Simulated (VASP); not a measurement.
Input of a VASP 6.6.1 run:

The input INCAR:

```
PREC = Accurate ; ENCUT = 600
EDIFF = 1E-6 ; ISMEAR = 0
SIGMA = 0.01 ; LREAL = False
LASPH = True ; NELM = 120
ALGO = Normal ; ISIF = 2
LWAVE = False ; LCHARG = True
LELF = True ; LVHAR = True
NBANDS = 19 ; GGA_COMPAT = False
```

KPOINTS

```
Automatic mesh
0
Gamma
  6 6 6
```

File POSCAR:

```
CaF2
1.0
    0.0000000000      2.7550629139      2.7550629139
    2.7550629139      0.0000000000      2.7550629139
    2.7550629139      2.7550629139      0.0000000000
Ca F
1 2
Direct
    0.0000000000      0.0000000000      0.0000000000
    0.2500000000      0.2500000000      0.2500000000
    0.7500000000      0.7500000000      0.7500000000
```

Potentials or basis: VASP PAW LDA potentials, release 64 (Ca_sv, F).

The run is started by

```bash
$ cat potpaw_LDA.64/Ca_sv/POTCAR potpaw_LDA.64/F/POTCAR > POTCAR
$ mpirun -np 1 vasp_std > vasp.out
```

Problem. Estimate the pressure.

Solution. -8.0 GPa.

Problem. Predict the band gap on the k mesh.

Solution. 6.75 eV, indirect (least direct gap 7.01 eV).

A k mesh can miss the band edges. Expect the measured gap to be larger: semilocal functionals such as LDA lack the derivative discontinuity.
